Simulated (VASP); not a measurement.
Here is a VASP 6.6.1 calculation.

The input INCAR:

```
SYSTEM = Ba3Zr4O12
PREC = Accurate
ENCUT = 520
EDIFF = 1E-6
ISMEAR = 0
SIGMA = 0.05
LREAL = Auto
LASPH = .TRUE.
NELM = 80
ALGO = Normal
ISIF = 2
LWAVE = .FALSE.
LCHARG = .TRUE.
GGA = PE
LELF = .TRUE.
LVHAR = .TRUE.
NBANDS = 90
NELECT = 152.0
```

File KPOINTS:

```
regular mesh
0
G
  4 4 4
  0 0 0
```

The input POSCAR:

```
Ba3Zr4O12
1.0
   -4.2271431831      4.2271431831      4.2271431831
    4.2271431831     -4.2271431831      4.2271431831
    4.2271431831      4.2271431831     -4.2271431831
Ba Zr O
3 4 12
Direct
    0.0000000000      0.0000000000      0.5000000000
    0.0000000000      0.5000000000      0.0000000000
    0.5000000000      0.0000000000      0.0000000000
    0.0000000000      0.0000000000      0.0000000000
    0.5000000000      0.5000000000      0.0000000000
    0.5000000000      0.0000000000      0.5000000000
    0.0000000000      0.5000000000      0.5000000000
    0.0152504932      0.7576252466      0.7576252466
    0.5000000000      0.2423747534      0.7576252466
    0.5000000000      0.7576252466      0.2423747534
   -0.0152504932      0.2423747534      0.2423747534
    0.7576252466      0.5000000000      0.2423747534
    0.2423747534     -0.0152504932      0.2423747534
    0.2423747534      0.5000000000      0.7576252466
    0.7576252466      0.0152504932      0.7576252466
    0.2423747534      0.2423747534     -0.0152504932
    0.7576252466      0.7576252466      0.0152504932
    0.7576252466      0.2423747534      0.5000000000
    0.2423747534      0.7576252466      0.5000000000
```

Potentials or basis: VASP PAW PBE potentials, release 64 (Ba_sv, Zr_sv, O).

Run with:

```console
$ cat potpaw_PBE.64/Ba_sv/POTCAR potpaw_PBE.64/Zr_sv/POTCAR potpaw_PBE.64/O/POTCAR > POTCAR
$ mpirun -np 1 vasp_std > vasp.out
```

(1) Estimate the largest force.

## Answers

(1) 0.026 eV/Å.

Caveat: the cell carries a net charge on a neutralising background, which shifts energy and pressure.
